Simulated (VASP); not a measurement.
A run of VASP 6.6.1:

INCAR

```
SYSTEM = GdVH3
ALGO = Normal ; EDIFF = 1E-7
EDIFFG = -0.01 ; ENCUT = 600
GGA = PE ; IBRION = 2
ISIF = 3 ; ISMEAR = 1
ISPIN = 2 ; LASPH = .True.
LCHARG = .False. ; LMAXMIX = 6
LORBIT = 11 ; LREAL = .False.
LWAVE = .False. ; MAGMOM = 0.4 0 0 0 -6.9
NELM = 150 ; NSW = 60
PREC = Accurate ; SIGMA = 0.0479
```

File KPOINTS:

```
k-points
0
Gamma
  5 5 5
  0 0 0
```

POSCAR

```
GdVH3
1.0
    3.6615011500      0.0000000000      0.0000000000
    0.0000000000      3.6615011500      0.0000000000
    0.0000000000      0.0000000000      3.6615011500
V H Gd
1 3 1
Direct
    0.0000000000      0.0000000000      0.0000000000
    0.5000000000      0.0000000000      0.0000000000
    0.0000000000      0.5000000000      0.0000000000
    0.0000000000      0.0000000000      0.5000000000
    0.5000000000      0.5000000000      0.5000000000
```

Potentials or basis: VASP PAW PBE potentials, release 64 (V_sv, H, Gd).

Command:

```sh
$ cat potpaw_PBE.64/V_sv/POTCAR potpaw_PBE.64/H/POTCAR potpaw_PBE.64/Gd/POTCAR > POTCAR
$ mpirun -np 1 vasp_std > vasp.out
```

Hardware: 1 thread of Intel(R) Xeon(R) Platinum 8259CL CPU @ 2.50GHz (Skylake/Cascade Lake) (shared host).

Q: Estimate the wall time of this run.

A: It took 82 s on 1 thread of Intel(R) Xeon(R) Platinum 8259CL CPU @ 2.50GHz (Skylake/Cascade Lake), with other jobs on the host, peak memory 0.21 GiB. Counts: scf iterations 26, k points 10, ion steps 1.
